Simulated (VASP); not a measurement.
Here is a VASP 6.6.1 calculation.

The input INCAR:

```
SYSTEM = C
PREC = Accurate
ENCUT = 600
EDIFF = 1E-6
ISMEAR = 0
SIGMA = 0.1
LREAL = .FALSE.
LASPH = .TRUE.
NELM = 80
ALGO = Normal
ISIF = 3
LWAVE = .FALSE.
LCHARG = .FALSE.
GGA = PE
IBRION = 2
NSW = 90
EDIFFG = -0.04
```

The input KPOINTS:

```
regular mesh
0
G
  6 6 6
  0 0 0
```

POSCAR

```
C
1.0
   -1.8041718100      1.8041718100      1.8041718100
    1.8041718100     -1.8041718100      1.8041718100
    1.8041718100      1.8041718100     -1.8041718100
C
4
Direct
    0.8849067500      0.8849067500      0.8849067500
    0.5000000000      0.0000000000      0.6150932500
    0.0000000000      0.6150932500      0.5000000000
    0.6150932500      0.5000000000      0.0000000000
```

Potentials or basis: VASP PAW PBE potentials, release 64 (C).

Command:

```sh
$ cat potpaw_PBE.64/C/POTCAR > POTCAR
$ mpirun -np 1 vasp_std > vasp.out
```

Task: Predict the relaxed cell.

Result: a = 3.569 Å, b = 3.569 Å, c = 3.569 Å, α = 109.47°, β = 109.47°, γ = 109.47°.

Task: What does it give for the space group after relaxing (to 0.05 Å)?

Result: I4_132 (No. 214).

Forces in eV/Å, atoms in the order of the input:
```
C    0.002  0.002  0.002
C   -0.002 -0.002  0.002
C   -0.002  0.002 -0.002
C    0.002 -0.002 -0.002
```

Caveat: the k points lie up to 0.36 Å⁻¹ apart in the final cell.
